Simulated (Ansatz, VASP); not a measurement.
Bi: VASP beside Ansatz

```
Bi
1.0
     3.06227    0.00000    0.00000
     0.00000    3.06227    0.00000
     0.00000    0.00000    3.06227
Bi
1
Direct
  0.00000 0.00000 0.00000
```

Alike in both runs: task single point; functional LDA; k mesh 11 × 11 × 11; occupations fermi-dirac, width 0.1 eV; no spin polarisation.

|  | VASP | Ansatz |
| --- | --- | --- |
| version | VASP 6.6.1 | Ansatz 0.2.0 |
| potentials or method | VASP PAW LDA potentials, release 64 (Bi_d), cutoff 520 eV | plane waves (420 eV) with PAW, scalar-relativistic |
| valence electrons in the cell | 15 | 15 |

VASP gave:

- pressure (GPa): 10.3

Problem. Estimate Ansatz's values.

Solution. Pressure (GPa): 10.1.

Ansatz warns that its potentials were made for another functional, while VASP's fit it. LDA's correlation is that of Perdew and Zunger in VASP and of Perdew and Wang (1992) in Ansatz.

Spin-orbit coupling is off throughout.
